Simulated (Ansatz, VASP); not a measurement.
# One calculation of ZrO2, two programs

Contents of INCAR:

```
SYSTEM = ZrO2
PREC = Accurate
ENCUT = 600
EDIFF = 1E-6
ISMEAR = 0
SIGMA = 0.02
LREAL = .False.
LASPH = .True.
NELM = 120
ALGO = Normal
ISIF = 2
LWAVE = .False.
LCHARG = .False.
GGA = PE
NBANDS = 19
GGA_COMPAT = .False.
```

Contents of KPOINTS:

```
Automatic mesh
0
Gamma
  8 8 8
  0 0 0
```

Contents of POSCAR:

```
ZrO2
1.0
    0.0000000000      2.4967363225      2.4967363225
    2.4967363225      0.0000000000      2.4967363225
    2.4967363225      2.4967363225      0.0000000000
Zr O
1 2
Direct
    0.0000000000      0.0000000000      0.0000000000
    0.2500000000      0.2500000000      0.2500000000
    0.7500000000      0.7500000000      0.7500000000
```

Input for Ansatz:

```yaml
crystal:
  lattice:
    - [0.0, 2.4967363225, 2.4967363225]
    - [2.4967363225, 0.0, 2.4967363225]
    - [2.4967363225, 2.4967363225, 0.0]
  atoms:
    - { symbol: Zr, position: [0.0, 0.0, 0.0] }
    - { symbol: O, position: [0.25, 0.25, 0.25] }
    - { symbol: O, position: [0.75, 0.75, 0.75] }
basis:
  ecutwfc: 420
kpoints:
  mp_grid: { grid: [8, 8, 8] }
  band_path: { path: [VBM, CBM], npoints: 2 }
hamiltonian:
  xc: pbe
scf:
  occupations: { method: gaussian, width: 0.02 }
output:
  forces: true
  stress: true
  eigenvalues: true
checkpoint:
  read: start.run
  write: ck
  compress: false
  write_wavefunctions: false
  write_every: 100000
```

Alike in both runs: task single point; functional PBE; k mesh 8 × 8 × 8; occupations gaussian, width 0.02 eV; no spin polarisation.

|  | VASP | Ansatz |
| --- | --- | --- |
| version | VASP 6.6.1 | Ansatz 0.2.0 |
| potentials or method | VASP PAW PBE potentials, release 64 (Zr_sv, O), cutoff 600 eV | scalar-relativistic, plane waves, PAW |
| valence electrons in the cell | 24 | 24 |

Ansatz gave:

* gap on the k mesh at the Fermi level (eV): 3.52
* least direct gap on the mesh (eV): 4.01
* pressure (GPa): 20.0

Estimate VASP's values.

gap on the k mesh at the Fermi level (eV): 3.51; least direct gap on the mesh (eV): 4.01; pressure (GPa): 20.1.
